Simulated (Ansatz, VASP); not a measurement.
**WSe2: VASP beside Ansatz**

The input INCAR:

```
ALGO = Normal
EDIFF = 1E-6
ENCUT = 520
GGA = PS
ISIF = 2
ISMEAR = 0
LASPH = T
LCHARG = F
LREAL = F
LWAVE = F
NBANDS = 35
NELM = 100
PREC = Accurate
SIGMA = 0.05
```

File KPOINTS:

```
k-points
0
Gamma
  9 9 2
```

File POSCAR:

```
WSe2
1.0
    3.2705808386      0.0000000000      0.0000000000
   -1.6352904193      2.8324060913      0.0000000000
    0.0000000000      0.0000000000     23.9869951139
W Se
2 4
Direct
    0.4974918236      0.3333333333      0.1722242248
    0.3333333333      0.6666666667      0.8623778584
    0.3333333333      0.6666666667      0.2073407565
    0.6666666667      0.3333333333      0.9321940382
    0.3333333333      0.6666666667      0.0678059618
    0.6666666667      0.3333333333      0.7926592435
```

Input for Ansatz:

```yaml
crystal:
  lattice:
    - [3.2705808386, 0.0, 0.0]
    - [-1.6352904193, 2.8324060913, 0.0]
    - [0.0, 0.0, 23.9869951139]
  atoms:
    - { symbol: W, position: [0.4974918236, 0.3333333333, 0.1722242248] }
    - { symbol: W, position: [0.3333333333, 0.6666666667, 0.8623778584] }
    - { symbol: Se, position: [0.3333333333, 0.6666666667, 0.2073407565] }
    - { symbol: Se, position: [0.6666666667, 0.3333333333, 0.9321940382] }
    - { symbol: Se, position: [0.3333333333, 0.6666666667, 0.0678059618] }
    - { symbol: Se, position: [0.6666666667, 0.3333333333, 0.7926592435] }
basis:
  ecutwfc: 420
kpoints:
  mp_grid: { grid: [9, 9, 2] }
hamiltonian:
  xc: pbesol
  pseudopotentials: { kind: paw, azcp: { folder: soft_1 } }
scf:
  occupations: { method: gaussian, width: 0.05 }
output:
  forces: true
  stress: true
  eigenvalues: true
```

Alike in both runs: task single point; functional PBEsol; k mesh 9 × 9 × 2; occupations gaussian, width 0.05 eV; no spin polarisation.

|  | VASP | Ansatz |
| --- | --- | --- |
| version | VASP 6.6.1 | Ansatz 0.2.0 |
| potentials or method | VASP PAW PBE potentials, release 64 (W_sv, Se), cutoff 520 eV | scalar-relativistic, plane waves, PAW |
| valence electrons in the cell | 52 | 92 |

```tsv
	VASP	Ansatz	Ansatz less VASP
gap on the k mesh at the Fermi level (eV)	none	none	-
rms of the force components (eV/Å)	16.987	17.202	+0.2148
```

VASP's potentials were made for PBE, not for PBEsol, and Ansatz warns of the same on its side. Atom by atom the forces differ by 0.220 eV/Å (rms over components). A gap of «none» marks a metal or a gap that the smearing closes. VASP's potentials hold 52 valence electrons a cell and Ansatz's 92, so a difference there can come from the potentials and not from the codes.

Spin-orbit coupling is off throughout.
